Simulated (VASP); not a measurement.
# HfO2 (Fm-3m) in VASP: a series of runs

The runs below take HfO2 through single point, with LDA.

Everything below comes from runs of VASP 6.6.1. Logs are shortened: lines on timing, memory, paths and dates and some standing lists are left out, and cuts for length are marked.

### 1 The cell of the first run

Symmetry: Fm-3m, No. 225, cubic system. The conventional cell has a = 5.011 Å, b = 5.011 Å, c = 5.011 Å, α = 90.00°, β = 90.00°, γ = 90.00°. Hf (site symmetry m-3m) has 8 O at 2.17 Å within 2.9 Å. O (site symmetry -43m) has 4 Hf at 2.17 Å and 6 O at 2.51 Å within 2.9 Å.

### 2 Single point, LDA

INCAR

```
PREC = Accurate
ENCUT = 520
EDIFF = 1E-6
ISMEAR = 0
SIGMA = 0.01
LREAL = False
LASPH = True
NELM = 100
ALGO = Normal
ISIF = 2
LWAVE = False
LCHARG = False
GGA = CA
NBANDS = 18
```

KPOINTS

```
regular mesh
0
Gamma
  6 6 6
```

POSCAR

```
HfO2
1.0
    0.0000000000      2.5052914730      2.5052914730
    2.5052914730      0.0000000000      2.5052914730
    2.5052914730      2.5052914730      0.0000000000
Hf O
1 2
Direct
    0.0000000000      0.0000000000      0.0000000000
    0.2500000000      0.2500000000      0.2500000000
    0.7500000000      0.7500000000      0.7500000000
```

Potentials or basis: VASP PAW LDA potentials, release 64 (Hf_pv, O).

Started as:

```console
$ cat potpaw_LDA.64/Hf_pv/POTCAR potpaw_LDA.64/O/POTCAR > POTCAR
$ mpirun -np 1 vasp_std > vasp.out
```

OUTCAR:

```text
PREC = Accurate
   ENCUT = 520
   EDIFF = 1E-6
   ISMEAR = 0
   LREAL = False
   LASPH = True
   NELM = 100
   ISIF = 2
   GGA = CA

 ion  position               nearest neighbor table
   1  0.000  0.000  0.000-   2 2.17   3 2.17   3 2.17   3 2.17   3 2.17   2 2.17   2 2.17   2 2.17

   2  0.250  0.250  0.250-   1 2.17   1 2.17   1 2.17   1 2.17
   3  0.750  0.750  0.750-   1 2.17   1 2.17   1 2.17   1 2.17

  LATTYP: Found a face centered cubic cell.
 ALAT       =     5.0105829460

  Lattice vectors:

 A1 = (   0.0000000000,   2.5052914730,   2.5052914730)
 A2 = (   2.5052914730,   0.0000000000,   2.5052914730)
 A3 = (   2.5052914730,   2.5052914730,   0.0000000000)

Analysis of symmetry for initial positions (statically):
=====================================================================
 Subroutine PRICEL returns:
 Original cell was already a primitive cell.

 Routine SETGRP: Setting up the symmetry group for a
 face centered cubic supercell.

 Subroutine GETGRP returns: Found 48 space group operations
 (whereof 48 operations were pure point group operations)
 out of a pool of 48 trial point group operations.

The static configuration has the point symmetry O_h .

Analysis of symmetry for dynamics (positions and initial velocities):
=====================================================================
 Subroutine PRICEL returns:
 Original cell was already a primitive cell.

 Routine SETGRP: Setting up the symmetry group for a
 face centered cubic supercell.

 Subroutine GETGRP returns: Found 48 space group operations
 (whereof 48 operations were pure point group operations)
 out of a pool of 48 trial point group operations.

The dynamic configuration has the point symmetry O_h .

 Subroutine INISYM returns: Found 48 space group operations
 (whereof 48 operations are pure point group operations),
 and found     1 'primitive' translations

----------------------------------------------------------------------------------------

                                     Primitive cell

  volume of cell :      31.4489

  direct lattice vectors                    reciprocal lattice vectors
     0.000000000  2.505291473  2.505291473    -0.199577576  0.199577576  0.199577576
     2.505291473  0.000000000  2.505291473     0.199577576 -0.199577576  0.199577576
     2.505291473  2.505291473  0.000000000     0.199577576  0.199577576 -0.199577576

  length of vectors
     3.543017179  3.543017179  3.543017179     0.345678502  0.345678502  0.345678502

  position of ions in fractional coordinates (direct lattice)
     0.000000000  0.000000000  0.000000000
     0.250000000  0.250000000  0.250000000
     0.750000000  0.750000000  0.750000000

  ion indices of the primitive-cell ions
   primitive index   ion index
                 1           1
                 2           2
                 3           3

----------------------------------------------------------------------------------------

 KPOINTS: regular mesh

Automatic generation of k-mesh.
 Grid dimensions read from file:
 generate k-points for:    6    6    6

 Generating k-lattice:

  Cartesian coordinates                     Fractional coordinates (reciprocal lattice)
    -0.033262929  0.033262929  0.033262929     0.166666667  0.000000000  0.000000000
     0.033262929 -0.033262929  0.033262929     0.000000000  0.166666667  0.000000000
     0.033262929  0.033262929 -0.033262929     0.000000000  0.000000000  0.166666667

  Length of vectors
     0.057613084  0.057613084  0.057613084

  Shift w.r.t. Gamma in fractional coordinates (k-lattice)
     0.000000000  0.000000000  0.000000000

 Subroutine IBZKPT returns following result:
 ===========================================

 Found     16 irreducible k-points:

 Following reciprocal coordinates:
            Coordinates               Weight
  0.000000  0.000000  0.000000      1.000000
  0.166667  0.000000  0.000000      8.000000
  0.333333  0.000000  0.000000      8.000000
  0.500000  0.000000  0.000000      4.000000
  0.166667  0.166667  0.000000      6.000000
  0.333333  0.166667  0.000000     24.000000
[... 8 lines left out ...]
 -0.333333  0.333333  0.166667     24.000000
 -0.333333  0.500000  0.166667     12.000000
   k-points           NKPTS =     16   k-points in BZ     NKDIM =     16   number of bands    NBANDS=     18
   number of dos      NEDOS =    301   number of ions     NIONS =      3
   total plane-waves  NPLWV =  21952
   dimension x,y,z NGX =    28 NGY =   28 NGZ =   28
   dimension x,y,z NGXF=    56 NGYF=   56 NGZF=   56
   ions per type =               1   2
   NGX,Y,Z   is equivalent  to a cutoff of  13.14, 13.14, 13.14 a.u.
   NGXF,Y,Z  is equivalent  to a cutoff of  26.28, 26.28, 26.28 a.u.
 SYSTEM =  unknown system
   PREC   = accura    normal or accurate (medium, high low for compatibility)
   ISTART =      0    job   : 0-new  1-cont  2-samecut
   ICHARG =      2    charge: 1-file 2-atom 10-const
   ISPIN  =      1    spin polarized calculation?
   LNONCOLLINEAR =      F non collinear calculations
   LSORBIT =      F    spin-orbit coupling
   LASPH  =      T    aspherical Exc in radial PAW
   ENCUT  =  520.0 eV  38.22 Ry    6.18 a.u.   6.59  6.59  6.59*2*pi/ulx,y,z
   NELM   =    100;   NELMIN=  2; NELMDL= -5     # of ELM steps
   EDIFF  = 0.1E-05   stopping-criterion for ELM
   LREAL  =      F    real-space projection
   EDIFFG = 0.1E-04   stopping-criterion for IOM
   NSW    =      0    number of steps for IOM
   IBRION =     -1    ionic relax: 0-MD 1-quasi-New 2-CG
   NFREE  =      0    steps in history (QN), initial steepest desc. (CG)
   ISIF   =      2    stress and relaxation
   ISYM   =      2    0-nonsym 1-usesym 2-fastsym
   POTIM  = 0.5000    time-step for ionic-motion
   TEBEG  =    0.0;   TEEND  =   0.0 temperature during run
   PSTRESS=    0.0 pullay stress
   NELECT =      22.0000    total number of electrons
   NUPDOWN=      -1.0000    fix difference up-down
   EMIN   =  10.00;   EMAX   =-10.00  energy-range for DOS
   EFERMI =   0.00;   METHOD = LEGACY
   ISMEAR =     0;   SIGMA  =   0.01  broadening in eV -4-tet -1-fermi 0-gaus
   EFERMI_NEDOS =   21; number of points for ismear=-14 and -15
   IALGO  =     38    algorithm
   IMIX   =      4    mixing-type and parameters
     AMIX     =   0.40;   BMIX     =  1.00
     AMIX_MAG =   1.60;   BMIX_MAG =  1.00
  volume/ion in A,a.u.               =      10.48        70.74
  Fermi-wavevector in a.u.,A,eV,Ry     =   1.453274  2.746289 28.735572  2.112005
  Thomas-Fermi vector in A             =   2.570559
   LORBIT       =      0    0 simple, 1 ext, 2 COOP (PROOUT), +10 PAW based schemes
   GGA     = CA    functional components
   LHFCALC =     F    Hartree Fock is set to
   AEXX    =    0.0000 exact exchange contribution
   IVDW    =     0    specifies the selected vdW correction
   LEPSILON=     F    determine dielectric tensor
   LRPA    =     F    only Hartree local field effects (RPA)
 non-spin polarized calculation
 Gauss-broadening in eV      SIGMA  =   0.01
  energy-cutoff  :      520.00
  volume of cell :       31.45
 maximum number of plane-waves:       869
 NGX is ok and might be reduce to    28
   NGX = 13   NGY = 13   NGZ = 13

 number of electron      21.9999998 magnetization

 Free energy of the ion-electron system (eV)
  ---------------------------------------------------
  ext. energy  EPLUGINS =         0.00000000
  ---------------------------------------------------
  free energy    TOTEN  =       -33.06368374 eV

  energy without entropy =      -33.06368374  energy(sigma->0) =      -33.06368374

 E-fermi :   4.4985     XC(G=0): -12.4984

 val. band max:        4.3683707014   @ k =   0.5000   0.5000   0.0000
 cond. band min:       8.0550877278   @ k =   0.5000   0.5000   0.0000
 fundamental gap:      3.6867170264
 Fermi energy:         4.4984925261

 k-point     1 :       0.0000    0.0000    0.0000
  band No.  band energies     occupation
      1     -24.9691      2.00000
      2     -24.9691      2.00000
      3     -24.9691      2.00000
      4     -14.3318      2.00000
      5     -10.9866      2.00000
      6      -1.2614      2.00000
[... 10 lines left out ...]
     17      15.1856      0.00000
     18      17.1786      0.00000

 k-point     2 :       0.1667    0.0000    0.0000
  band No.  band energies     occupation
      1     -25.1099      2.00000
      2     -24.9844      2.00000
      3     -24.9844      2.00000
      4     -13.9315      2.00000
      5     -11.3085      2.00000
      6      -0.9890      2.00000
[... 10 lines left out ...]
     17      14.7142      0.00000
     18      17.1672      0.00000

 k-point     3 :       0.3333    0.0000    0.0000
  band No.  band energies     occupation
      1     -25.3725      2.00000
      2     -25.0147      2.00000
      3     -25.0147      2.00000
      4     -13.2108      2.00000
      5     -11.7189      2.00000
      6      -0.4428      2.00000
[... 10 lines left out ...]
     17      14.1578      0.00000
     18      16.7429      0.00000

 k-point     4 :       0.5000    0.0000    0.0000
  band No.  band energies     occupation
      1     -25.4957      2.00000
      2     -25.0297      2.00000
      3     -25.0297      2.00000
      4     -13.0032      2.00000
      5     -11.6994      2.00000
      6      -0.1951      2.00000
[... 207 lines left out ...]
      4     -12.5078      2.00000
      5     -12.0969      2.00000
      6      -0.8594      2.00000
[... 10 lines left out ...]
     17      15.4271      0.00000
     18      17.1584      0.00000

 k-point    15 :      -0.3333    0.3333    0.1667
  band No.  band energies     occupation
      1     -25.3809      2.00000
      2     -25.2551      2.00000
      3     -25.0879      2.00000
      4     -12.3646      2.00000
      5     -12.0357      2.00000
      6      -0.8447      2.00000
[... 10 lines left out ...]
     17      16.2038      0.00000
     18      17.1519      0.00000

 k-point    16 :      -0.3333    0.5000    0.1667
  band No.  band energies     occupation
      1     -25.4267      2.00000
      2     -25.2247      2.00000
      3     -25.1220      2.00000
      4     -12.2892      2.00000
      5     -12.0024      2.00000
      6      -1.7901      2.00000
[... 10 lines left out ...]
     17      17.1571      0.00000
     18      17.5188      0.00000

------------------------ aborting loop because EDIFF is reached ----------------------------------------

  FORCE on cell =-STRESS in cart. coord.  units (eV):
  Direction    XX          YY          ZZ          XY          YZ          ZX
  --------------------------------------------------------------------------------------
  -------------------------------------------------------------------------------------
  Total       -0.9383767     -0.9383767     -0.9383767      0.0000000      0.0000000      0.0000000
  in kB      -47.8060674    -47.8060674    -47.8060674      0.0000000      0.0000000      0.0000000
  external PRESSURE =     -47.8060674 kB  Pullay stress =       0.0000000 kB

 VOLUME and BASIS-vectors are now :
 -----------------------------------------------------------------------------
  energy-cutoff  :      520.00
  volume of cell :       31.45
      direct lattice vectors                 reciprocal lattice vectors
     0.000000000  2.505291473  2.505291473    -0.199577576  0.199577576  0.199577576
     2.505291473  0.000000000  2.505291473     0.199577576 -0.199577576  0.199577576
     2.505291473  2.505291473  0.000000000     0.199577576  0.199577576 -0.199577576

 POSITION                                       TOTAL-FORCE (eV/Angst)
 -----------------------------------------------------------------------------------
      0.00000      0.00000      0.00000        -0.000000      0.000000     -0.000000
      1.25265      1.25265      1.25265        -0.000000      0.000000     -0.000000
      3.75794      3.75794      3.75794         0.000000     -0.000000      0.000000
 -----------------------------------------------------------------------------------
    total drift:                                0.000000      0.000000      0.000000

  FREE ENERGIE OF THE ION-ELECTRON SYSTEM (eV)
  ---------------------------------------------------
  free  energy   TOTEN  =       -33.0636837351 eV

  energy  without entropy=      -33.0636837351  energy(sigma->0) =      -33.06368374
```

It took 6.6 s on 1 thread of Intel Xeon Platinum 8488C (Sapphire Rapids), shared host; peak memory 0.13 GiB.

What came out:

| Property | Result |
| --- | --- |
| Free energy | -33.0637 eV |
| Pressure | -4.8 GPa |
| Band gap on the k mesh | 3.69 eV, direct |

Levels at points of the mesh, in eV from the valence-band top:
```tsv
k point	band 9	band 10	band 11	band 12	band 13	band 14
(0.00, 0.00, 0.00)	-0.63	-0.63	-0.63	3.76	3.76	5.97
(0.50, 0.00, 0.00)	-2.84	-1.88	-1.88	4.55	4.55	7.27
(0.50, 0.50, 0.00)	-1.61	-1.61	0.00	3.69	5.51	6.92
```

Caveat: spin-orbit coupling is left out, which moves the levels of the heavy elements. A k mesh can miss the band edges.

(Continued in part 2 of 2.)
